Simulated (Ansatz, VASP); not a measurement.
## MgO in VASP and in Ansatz

```
Mg O
1.0
     2.82900    0.00000    0.00000
     0.00000    2.82900    0.00000
     0.00000    0.00000    4.44580
Mg O
1 1
Direct
  0.50000 0.50000 0.00000
  0.00000 0.00000 0.00000
```

Alike in both runs: task relaxation of cell and atoms; functional PBE; k mesh 10 × 10 × 6; occupations gaussian, width 0.02 eV; no spin polarisation.

|  | VASP | Ansatz |
| --- | --- | --- |
| version | VASP 6.6.1 | Ansatz 0.2.0 |
| potentials or method | VASP PAW PBE potentials, release 64 (Mg_sv, O), cutoff 840 eV | scalar-relativistic, plane waves, PAW |
| valence electrons in the cell | 16 | 16 |

Ansatz gave:

| Property | Result |
| --- | --- |
| gap on the k mesh at the Fermi level, each at its own relaxed structure (eV) | 2.28 |
| relaxed volume (Å³/atom) | 20.34 |
| relaxed length of the cell vector where the two differ most in proportion (Å) | 5.082 |

**Question.** Estimate VASP's values.

**Answer.** gap on the k mesh at the Fermi level, each at its own relaxed structure (eV): 2.09; relaxed volume (Å³/atom): 17.81; relaxed length of the cell vector where the two differ most in proportion (Å): 4.447.

One of these differences is far larger than is usual between the two programs; its cause wasn't traced.
